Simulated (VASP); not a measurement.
**Si: single point with LDA**

System: Si, a slab with vacuum.

```
CELL_PARAMETERS angstrom
3.81951 0.00000 0.00000
0.00000 3.81951 0.00000
0.00000 0.00000 21.06453
ATOMIC_POSITIONS crystal
Si 0.00000 0.50000 0.18989
Si 0.00000 0.00000 0.25400
Si 0.50000 0.00000 0.32028
Si 0.50000 0.50000 0.38285
Si 0.00000 0.00000 0.40041
```

```
Program                : VASP 6.6.1
Task                   : single point
Functional             : LDA
Potentials or basis    : VASP PAW LDA potentials, release 64 (Si)
Cutoff                 : 520 eV
k mesh                 : 7 × 7 × 1
Occupations            : gaussian, width 0.05 eV
Spin                   : collinear spin
Starting moments       : [0.0, 0.0, 0.0, 0.0, 2.0] μB
Dipole correction      : yes
Further INCAR settings : ALGO = Normal; EDIFF = 1e-06; NBANDS = 22
```

```json
{"Largest force": "1.260 eV/Å", "Band gap on the k mesh": "zero (filled and empty bands overlap)", "Net moment": "0.00 μB per cell", "Valence electrons inside the program's atomic spheres": "Si 1.60, 1.69, 1.65, 1.56 (each value once)"}
```

Forces in eV/Å, atoms in the order of the input:
```
Si   0.000  0.000  0.247
Si   0.000  0.000 -0.315
Si   0.000  0.000 -1.221
Si   0.000  0.000  1.260
Si   0.000  0.000  0.029
```

Levels at points of the mesh, in eV from the Fermi level:
Spin up:
| k point | band 8 | band 9 | band 10 | band 11 | band 12 | band 13 |
| --- | --- | --- | --- | --- | --- | --- |
| (0.00, 0.00, 0.00) | -1.33 | -0.72 | -0.39 | 0.47 | 1.40 | 2.31 |
Spin down:
| k point | band 8 | band 9 | band 10 | band 11 | band 12 | band 13 |
| --- | --- | --- | --- | --- | --- | --- |
| (0.00, 0.00, 0.00) | -1.33 | -0.72 | -0.39 | 0.47 | 1.40 | 2.31 |

It took 12 min on 1 thread of Intel Xeon 8259CL (shared host), peak memory 0.38 GiB.
